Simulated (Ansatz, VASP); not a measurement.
**Os in VASP and in Ansatz**

File INCAR:

```
SYSTEM = Os
ALGO = Normal ; EDIFF = 1E-6
ENCUT = 560 ; GGA = RP
GGA_COMPAT = .False. ; ISIF = 2
ISMEAR = -1 ; LASPH = .True.
LCHARG = .False. ; LREAL = .False.
LWAVE = .False. ; NBANDS = 23
NELM = 120 ; PREC = Accurate
SIGMA = 0.1
```

KPOINTS

```
k-points
0
Gamma
  11 11 11
  0 0 0
```

Contents of POSCAR:

```
Os
1.0
    0.0000000000      2.7525964663      2.7525964663
    2.7525964663      0.0000000000      2.7525964663
    2.7525964663      2.7525964663      0.0000000000
Os
2
Direct
    0.1250000000      0.1250000000      0.1250000000
    0.8750000000      0.8750000000      0.8750000000
```

Input for Ansatz:

```yaml
crystal:
  lattice:
    - [0.0, 2.7525964663, 2.7525964663]
    - [2.7525964663, 0.0, 2.7525964663]
    - [2.7525964663, 2.7525964663, 0.0]
  atoms:
    - { symbol: Os, position: [0.125, 0.125, 0.125] }
    - { symbol: Os, position: [0.875, 0.875, 0.875] }
hamiltonian:
  xc: rpbe
  pseudopotentials:
    kind: paw
    azcp:
      Os: "pseudopotentials/Os.paw.azcp"
basis:
  ecutwfc: 420
  fft_grid_basis: typed
kpoints:
  mp_grid: { grid: [11, 11, 11], shift: [0, 0, 0] }
magnetization:
  spin_polarized: false
scf:
  occupations: { method: fermi_dirac, width: 0.1 }
  lower_state_search: "off"
output:
  stress: true
```

Alike in both runs: task single point; functional RPBE; k mesh 11 × 11 × 11; occupations fermi-dirac, width 0.1 eV; no spin polarisation.

|  | VASP | Ansatz |
| --- | --- | --- |
| version | VASP 6.6.1 | Ansatz 0.2.0 |
| potentials or method | VASP PAW PBE potentials, release 64 (Os_sv_GW), cutoff 560 eV | plane waves (420 eV) with PAW, scalar-relativistic |
| valence electrons in the cell | 32 | 32 |

VASP gave:

```
pressure (GPa) : 8.1
```

Problem. What did Ansatz give for the same quantities?

Solution. Pressure (GPa): 8.8.

VASP's potentials were made for PBE, not for RPBE.

Neither program's run includes spin-orbit coupling.
